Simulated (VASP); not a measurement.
Set up this calculation in VASP 6.6.1, as the native input.

```yaml
Task: single point
Functional: PBE
Potentials_or_basis: VASP PAW PBE potentials, release 64 (Si, Mo_sv)
Cutoff: 500 eV
k_mesh: 5 × 5 × 5
Occupations: gaussian, width 0.2 eV
Spin: no spin polarisation
Dipole_correction: no
Further_INCAR_settings: ALGO = Normal; EDIFF = 1e-06; NBANDS = 31
```

The structure of SiMo3 lies in POSCAR:

```
SiMo3
1.0
    5.3438213157      0.0000000032      0.0000000000
   -2.6719106606      4.6278850110      0.0000000000
    0.0000000000      0.0000000000      2.6456300063
Si Mo
1 3
Direct
    0.0000000000      0.0000000000      0.0000000000
    0.4999100747      0.0000000000      0.0000000000
    0.0000000000      0.4999100747      0.0000000000
    0.5000899253      0.5000899253      0.0000000000
```

The cell was built from a structure type or drawn by symmetry, and may not be a known phase.

These files were run (other wordings do the same):

INCAR

```
SYSTEM = SiMo3
PREC     = Accurate       ! precision mode
ENCUT    = 500            ! plane-wave cutoff, eV
EDIFF    = 1E-6           ! SCF threshold, eV
ISMEAR   = 0              ! smearing method
SIGMA    = 0.2            ! smearing width, eV
LREAL    = .FALSE.        ! projectors in reciprocal space
LASPH    = .TRUE.         ! aspherical terms in the spheres
NELM     = 120            ! most SCF steps
ALGO     = Normal         ! electronic algorithm
ISIF     = 2              ! what is computed and relaxed
LWAVE    = .FALSE.        ! write WAVECAR
LCHARG   = .TRUE.         ! write CHGCAR
GGA      = PE             ! functional
LELF     = .TRUE.         ! ELF
LVHAR    = .TRUE.       
NBANDS   = 31             ! bands
GGA_COMPAT= .FALSE.
```

KPOINTS

```
Automatic mesh
0
G
  5 5 5
  0 0 0
```

Potentials or basis: VASP PAW PBE potentials, release 64 (Si, Mo_sv).

Run with:

```sh
$ cat potpaw_PBE.64/Si/POTCAR potpaw_PBE.64/Mo_sv/POTCAR > POTCAR
$ mpirun -np 1 vasp_std > vasp.out
```

It gave:

```yaml
Pressure: 0.8 GPa
Band_gap_on_the_k_mesh: zero (bands 23 and 24 overlap by 1.15 eV)
```

Caveat: the k points lie up to 0.47 Å⁻¹ apart, too coarse for converged energies and pressures of a metal.

Wall time 31 s on 1 thread of Intel(R) Xeon(R) Platinum 8259CL CPU @ 2.50GHz (Skylake/Cascade Lake) (shared host), peak memory 0.18 GiB.
